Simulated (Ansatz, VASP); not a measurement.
**One calculation of CdS, two programs**

The input POSCAR:

```
CdS
1.0
    0.0000000000      2.9392148430      3.0273912883
    2.9392148430      0.0000000000      3.0273912883
    2.9392148430      2.9392148430      0.0000000000
Cd S
1 1
Direct
    0.0000000000      0.0000000000      0.0000000000
    0.2500000000      0.2500000000      0.2500000000
```

The input INCAR.step1:

```
PREC = Accurate
ENCUT = 520
ISMEAR = 0
SIGMA = 0.01
LREAL = False
LASPH = True
NELM = 60
NBANDS = 16
GGA = PE
ALGO = Normal
EDIFF = 1E-4
LWAVE = True
LCHARG = False
```

Contents of INCAR.step2:

```
PREC = Accurate
ENCUT = 520
EDIFF = 1E-7
ISMEAR = 0
SIGMA = 0.01
LREAL = False
LASPH = True
NELM = 60
ALGO = Normal
ISIF = 2
LWAVE = False
LCHARG = False
METAGGA = R2SCAN
LMIXTAU = True
NBANDS = 16
ISTART = 1
```

Contents of KPOINTS:

```
Automatic mesh
0
Gamma
  8 8 8
```

Input for Ansatz:

```yaml
crystal:
  lattice:
    - [0.0, 2.939214843, 3.0273912883]
    - [2.939214843, 0.0, 3.0273912883]
    - [2.939214843, 2.939214843, 0.0]
  atoms:
    - { symbol: Cd, position: [0.0, 0.0, 0.0] }
    - { symbol: S, position: [0.25, 0.25, 0.25] }
kpoints:
  mp_grid: { grid: [8, 8, 8] }
  band_path:
    path:
      - [0.0, 0.0, 0.0]
      - [-0.5, -0.5, 0.0]
      - [-0.375, -0.375, 0.25]
      - [-0.375, 0.0, 0.375]
      - [0.0, 0.0, 0.5]
      - [-0.5, -0.25, 0.25]
    npoints: 1
hamiltonian:
  xc: r2scan
scf:
  occupations: { method: fixed }
  n_extra_bands: 4
output:
  forces: true
  stress: true
  eigenvalues: true
```

Change from the starting cell: uniaxial_z strain +3.0%.

Alike in both runs: task single point; functional r2SCAN; k mesh 8 × 8 × 8; no spin polarisation.

```csv
,VASP,Ansatz
version,VASP 6.6.1,Ansatz 0.2.0
potentials or method,"VASP PAW PBE potentials, release 64 (Cd, S)","plane waves, PAW"
plane-wave cutoff (eV),520,500
occupations,"gaussian, width 0.01 eV",fixed
valence electrons in the cell,18,26
```

```csv
,VASP,Ansatz,Ansatz less VASP
gap on the k mesh at the Fermi level (eV),1.44,1.44,+0.005
pressure (GPa),-1.4,-1.7,-0.26
"traceless stress, the component that is largest in VASP (GPa)",-0.42,-0.43,-0.005
```

VASP's potentials were made for PBE, not for r2SCAN. VASP's potentials hold 18 valence electrons a cell and Ansatz's 26, so a difference there can come from the potentials and not from the codes.
